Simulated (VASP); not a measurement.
Set up this calculation in VASP 6.6.1, as the native input.

```
Task                   : single point
Functional             : PBE
Potentials or basis    : VASP PAW PBE potentials, release 64 (Ru_pv, Rh_pv)
Cutoff                 : 520 eV
k mesh                 : 18 × 18 × 4
Occupations            : gaussian, width 0.1 eV
Spin                   : no spin polarisation
Dipole correction      : no
Further INCAR settings : ALGO = Fast; EDIFF = 1e-06; NBANDS = 52
```

The structure of Ru2Rh lies in POSCAR:

```
Ru2Rh
1.0
    2.7241358931      0.0000000000      0.0000000000
   -1.3620679466      2.3591708867      0.0000000000
    0.0000000000      0.0000000000     12.9442820152
Ru Rh
4 2
Direct
    0.3333333333      0.6666666667      0.5806402795
    0.6666666667      0.3333333333      0.0806402795
    0.3333333333      0.6666666667      0.9193597205
    0.6666666667      0.3333333333      0.4193597205
    0.3333333333      0.6666666667      0.2500000000
    0.6666666667      0.3333333333      0.7500000000
```

The cell was generated, and may not be a known phase.

These files were run (other wordings do the same):

INCAR

```
PREC = Accurate
ENCUT = 520
EDIFF = 1E-6
ISMEAR = 0
SIGMA = 0.1
LREAL = False
LASPH = True
NELM = 60
ALGO = Fast
ISIF = 2
LWAVE = False
LCHARG = False
GGA = PE
NBANDS = 52
```

KPOINTS

```
regular mesh
0
Gamma
  18 18 4
```

Potentials or basis: VASP PAW PBE potentials, release 64 (Ru_pv, Rh_pv).

Command:

```bash
$ cat potpaw_PBE.64/Ru_pv/POTCAR potpaw_PBE.64/Rh_pv/POTCAR > POTCAR
$ mpirun -np 1 vasp_std > vasp.out
```

Results of the run:

```
Pressure               : 0.0 GPa
Largest force          : 0.006 eV/Å
Band gap on the k mesh : zero (bands 43 and 44 overlap by 2.67 eV)
```

Run time: 9.5 min on 1 thread of AMD EPYC 7R13 Processor (Zen 3), with other jobs on the host, peak memory 0.43 GiB.
